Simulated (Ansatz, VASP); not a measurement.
# GdO: VASP beside Ansatz

File INCAR:

```
SYSTEM = GdO
  ALGO = Normal
  EDIFF = 1E-7
  ENCUT = 520
  GGA = RP
  ISIF = 2
  ISMEAR = -1
  ISPIN = 2
  LASPH = .True.
  LCHARG = .True.
  LELF = .True.
  LMAXMIX = 6
  LORBIT = 11
  LREAL = .False.
  LVHAR = .True.
  LWAVE = .False.
  MAGMOM = 7 0
  NBANDS = 23
  NELM = 150
  PREC = Accurate
  SIGMA = 0.05
```

KPOINTS

```
k-points
0
Gamma
  6 6 5
  0 0 0
```

File POSCAR:

```
GdO
1.0
    3.1132995800      0.0000000000      0.0000000000
   -1.5566497900      2.6961965200      0.0000000000
    0.0000000000      0.0000000000      3.0384261400
Gd O
1 1
Direct
    0.0000000000      0.0000000000      0.0000000000
    0.6666666667      0.3333333333      0.5000000000
```

input.yaml

```yaml
crystal:
  lattice:
    - [3.11329958, 0.0, 0.0]
    - [-1.55664979, 2.69619652, 0.0]
    - [0.0, 0.0, 3.03842614]
  atoms:
    - { symbol: Gd, position: [0.0, 0.0, 0.0], spin: 7.0 }
    - { symbol: O, position: [0.6666666667, 0.3333333333, 0.5] }
hamiltonian:
  xc: rpbe
  pseudopotentials: { kind: paw }
magnetization:
  spin_polarized: true
kpoints:
  mp_grid: { grid: [6, 6, 5] }
scf:
  occupations: { method: fermi_dirac, width: 0.05 }
  n_extra_bands: 6
output:
  forces: true
  stress: true
  eigenvalues: true
  dos: { projected: true, de: 0.05, nscf_kmesh: { grid: [9, 9, 8] } }
```

Alike in both runs: functional RPBE; k mesh 6 × 6 × 5; occupations fermi-dirac, width 0.05 eV; collinear spin.

|  | VASP | Ansatz |
| --- | --- | --- |
| version | VASP 6.6.1 | Ansatz 0.2.0 |
| potentials or method | VASP PAW PBE potentials, release 64 (Gd, O) | Ansatz PAW |
| plane-wave cutoff (eV) | 520 | 420 |
| valence electrons in the cell | 24 | 24 |
| task | single point | projected density of states |

VASP gave:

```
gap on the k mesh at the Fermi level (eV)                     : none
net moment per atom (μB)                                      : 3.76
size of the moment on the site where the two differ most (μB) : 7.00
```

Task: Which values does Ansatz return?

Result: gap on the k mesh at the Fermi level (eV): none; net moment per atom (μB): 3.76; size of the moment on the site where the two differ most (μB): 6.93.

VASP's potentials were made for PBE, not for RPBE. Site moments also hang on the region over which each program counts them. A gap of «none» marks a metal or a gap that the smearing closes.

The k mesh is coarse, so the values compare programs but aren't converged. Spin-orbit coupling is off throughout.
